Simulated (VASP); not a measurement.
# Ru (P6_3/mmc) in VASP: further runs, part 2 of 2

VASP 6.6.1. Earlier steps stand in the parts before.

## Step 4: Single point, r2SCAN (strain +0.0300 x Voigt [0, 0, 1, 0, 0, 0])

POSCAR

```
Ru
1.0
    2.7023482492      0.0000000000      0.0000000000
   -1.3511741246      2.3403022337      0.0000000000
    0.0000000000      0.0000000000      4.3939444865
Ru
2
Direct
    0.3333333333      0.6666666667      0.2500000000
    0.6666666667      0.3333333333      0.7500000000
```

INCAR.step1

```
SYSTEM = Ru
PREC     = Accurate       ! precision mode
ENCUT    = 520            ! plane-wave cutoff, eV
ISMEAR   = 0              ! smearing method
SIGMA    = 0.15           ! smearing width, eV
LREAL    = .FALSE.        ! projectors in reciprocal space
LASPH    = .TRUE.         ! aspherical terms in the spheres
NELM     = 100            ! most SCF steps
NBANDS   = 21             ! bands
GGA      = PE             ! functional
ALGO     = Normal         ! electronic algorithm
EDIFF    = 1E-4           ! SCF threshold, eV
LWAVE    = .TRUE.         ! write WAVECAR
LCHARG   = .FALSE.        ! write CHGCAR
```

INCAR.step2

```
SYSTEM = Ru
PREC     = Accurate       ! precision mode
ENCUT    = 520            ! plane-wave cutoff, eV
EDIFF    = 1E-6           ! SCF threshold, eV
ISMEAR   = 0              ! smearing method
SIGMA    = 0.15           ! smearing width, eV
LREAL    = .FALSE.        ! projectors in reciprocal space
LASPH    = .TRUE.         ! aspherical terms in the spheres
NELM     = 100            ! most SCF steps
ALGO     = Normal         ! electronic algorithm
ISIF     = 2              ! what is computed and relaxed
LWAVE    = .FALSE.        ! write WAVECAR
LCHARG   = .TRUE.         ! write CHGCAR
METAGGA  = R2SCAN         ! meta-GGA
LMIXTAU  = .TRUE.       
LELF     = .TRUE.         ! ELF
LVHAR    = .TRUE.       
NBANDS   = 21             ! bands
ISTART   = 1
```

KPOINTS

```
regular mesh
0
G
  24 24 14
  0 0 0
```

Potentials or basis: VASP PAW PBE potentials, release 64 (Ru_pv).

Launch:

```
> cat potpaw_PBE.64/Ru_pv/POTCAR > POTCAR
> cp INCAR.step1 INCAR
> mpirun -np 1 vasp_std > vasp.out
> cp INCAR.step2 INCAR
> mpirun -np 1 vasp_std > vasp.out
```

OUTCAR:

```text
SYSTEM = Ru
   PREC = Accurate
   ENCUT = 520
   EDIFF = 1E-6
   ISMEAR = 0
   LREAL = .FALSE.
   LASPH = .TRUE.
   NELM = 100
   ISIF = 2
   METAGGA = R2SCAN
   ISTART = 1

 ion  position               nearest neighbor table
   1  0.333  0.667  0.250-   2 2.69   2 2.69   2 2.69   2 2.69   2 2.69   2 2.69
   2  0.667  0.333  0.750-   1 2.69   1 2.69   1 2.69   1 2.69   1 2.69   1 2.69

  LATTYP: Found a hexagonal cell.
 ALAT       =     2.7023482492
 C/A-ratio  =     1.6259727027

  Lattice vectors:

 A1 = (   2.7023482492,   0.0000000000,   0.0000000000)
 A2 = (  -1.3511741246,   2.3403022337,   0.0000000000)
 A3 = (   0.0000000000,   0.0000000000,   4.3939444865)

Analysis of symmetry for initial positions (statically):
=====================================================================
 Subroutine PRICEL returns:
 Original cell was already a primitive cell.

 Routine SETGRP: Setting up the symmetry group for a
 hexagonal supercell.

 Subroutine GETGRP returns: Found 24 space group operations
 (whereof 12 operations were pure point group operations)
 out of a pool of 24 trial point group operations.

[... 156 lines left out ...]

 Free energy of the ion-electron system (eV)
  ---------------------------------------------------
  ext. energy  EPLUGINS =         0.00000000
  ---------------------------------------------------
  free energy    TOTEN  =       -50.82139896 eV

  energy without entropy =      -50.80110130  energy(sigma->0) =      -50.81125013

 E-fermi :  12.3152     XC(G=0): -15.2451

 val. band max:       12.3148943656   @ k =   0.2500   0.0417   0.2857
 cond. band min:      12.3159803690   @ k =   0.1667   0.1667   0.0000
 fundamental gap:      0.0010860034
 Fermi energy:        12.3151758699

 k-point     1 :       0.0000    0.0000    0.0000
  band No.  band energies     occupation
      1     -32.6435      2.00000
      2     -31.7160      2.00000
      3     -31.7160      2.00000
      4     -31.5688      2.00000
      5     -31.5688      2.00000
      6     -31.5669      2.00000
[... 565 lines left out ...]
     20      20.7041      0.00000
     21      23.7349      0.00000

 [... further k-points ...]
[... 5 lines left out ...]
  --------------------------------------------------------------------------------------
  -------------------------------------------------------------------------------------
  Total       -0.5824342     -0.5824342     -2.9889303      0.0000000      0.0000000     -0.0000000
  in kB      -33.5806882    -33.5806882   -172.3290708      0.0000000      0.0000000     -0.0000000
  external PRESSURE =     -79.8301491 kB  Pullay stress =       0.0000000 kB

 VOLUME and BASIS-vectors are now :
 -----------------------------------------------------------------------------
  energy-cutoff  :      520.00
  volume of cell :       27.79
      direct lattice vectors                 reciprocal lattice vectors
     2.702348249  0.000000000  0.000000000     0.370048531  0.213647619  0.000000000
    -1.351174125  2.340302234  0.000000000     0.000000000  0.427295238  0.000000000
     0.000000000  0.000000000  4.393944486     0.000000000  0.000000000  0.227585943

 POSITION                                       TOTAL-FORCE (eV/Angst)
 -----------------------------------------------------------------------------------
     -0.00000      1.56020      1.09849         0.000000      0.000000      0.000000
      1.35117      0.78010      3.29546        -0.000000      0.000000      0.000000
 -----------------------------------------------------------------------------------
    total drift:                                0.000000     -0.000000      0.000000

  FREE ENERGIE OF THE ION-ELECTRON SYSTEM (eV)
  ---------------------------------------------------
  free  energy   TOTEN  =       -50.8213989611 eV

  energy  without entropy=      -50.8011013023  energy(sigma->0) =      -50.81125013
```

It took 14 min on 1 thread of Intel Xeon Platinum 8259CL at 2.50GHz (Skylake/Cascade Lake), shared host; peak memory 0.32 GiB.

Results:

```
Free energy            : -50.8214 eV
Pressure               : -8.0 GPa
Band gap on the k mesh : zero (bands 14 and 15 overlap by 3.28 eV)
```

Caveat: the cell differs from its parent crystal (strain +0.0300 x Voigt [0, 0, 1, 0, 0, 0]); the cell stands under tension; the PAW data sets were made with another functional, which shifts forces and pressure a little.

## Step 5: Summary

| cell | gap on the mesh (eV) | pressure (GPa) |
| --- | --- | --- |
| a = 2.702, b = 2.702, c = 4.522 Å, angles 90.0, 90.0, 120.0°, 2 atoms | none | -15.4 |
| a = 2.702, b = 2.702, c = 4.330 Å, angles 90.0, 90.0, 120.0°, 2 atoms | none | -3.5 |
| a = 2.702, b = 2.702, c = 4.394 Å, angles 90.0, 90.0, 120.0°, 2 atoms | none | -8.0 |

Alike in all rows: task single point; level r2SCAN; potentials or basis VASP PAW PBE potentials, release 64 (Ru_pv); no spin polarisation; k mesh 24 × 24 × 14; cutoff (eV) 520; smearing gaussian 0.15 eV.

Caveats: the cell stands under tension; the PAW data sets were made with another functional, which shifts forces and pressure a little.

Absolute energies hang on the potentials; compare differences alone.
